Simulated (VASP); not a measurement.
Here is a VASP 6.6.1 calculation.

INCAR

```
SYSTEM = SrBe2
PREC = Accurate
ENCUT = 520
EDIFF = 1E-6
ISMEAR = 0
SIGMA = 0.1
LREAL = .FALSE.
LASPH = .TRUE.
NELM = 80
ALGO = Fast
ISIF = 2
LWAVE = .FALSE.
LCHARG = .TRUE.
GGA = PE
LELF = .TRUE.
LVHAR = .TRUE.
NBANDS = 23
```

File KPOINTS:

```
regular mesh
0
G
  4 4 4
  0 0 0
```

Contents of POSCAR:

```
SrBe2
1.0
   -2.2728193118      2.2728193118      5.1977196809
    2.2728193118     -2.2728193118      5.1977196809
    2.2728193118      2.2728193118     -5.1977196809
Sr Be
2 4
Direct
    0.2500000000      0.2500000000      0.0000000000
    0.7500000000      0.7500000000      0.0000000000
    0.6612000317      0.1612000317      0.8224000634
    0.1612000317      0.3387999683      0.5000000000
    0.3387999683      0.8387999683      0.1775999366
    0.8387999683      0.6612000317      0.5000000000
```

Potentials or basis: VASP PAW PBE potentials, release 64 (Sr_sv, Be).

The run is started by

```bash
$ cat potpaw_PBE.64/Sr_sv/POTCAR potpaw_PBE.64/Be/POTCAR > POTCAR
$ mpirun -np 1 vasp_std > vasp.out
```

**Question.** Estimate the pressure.

**Answer.** 0.2 GPa.

**Question.** Predict the band gap on the k mesh.

**Answer.** Zero (bands 14 and 15 overlap by 0.73 eV).

**Question.** What does it give for the largest force?

**Answer.** 0.004 eV/Å.

Stress tensor (GPa, compression positive):
```
0.13 0.00 0.00
0.00 0.13 0.00
0.00 0.00 0.23
```

Caveat: the k points lie up to 0.38 Å⁻¹ apart, too coarse for converged energies and pressures of a metal.
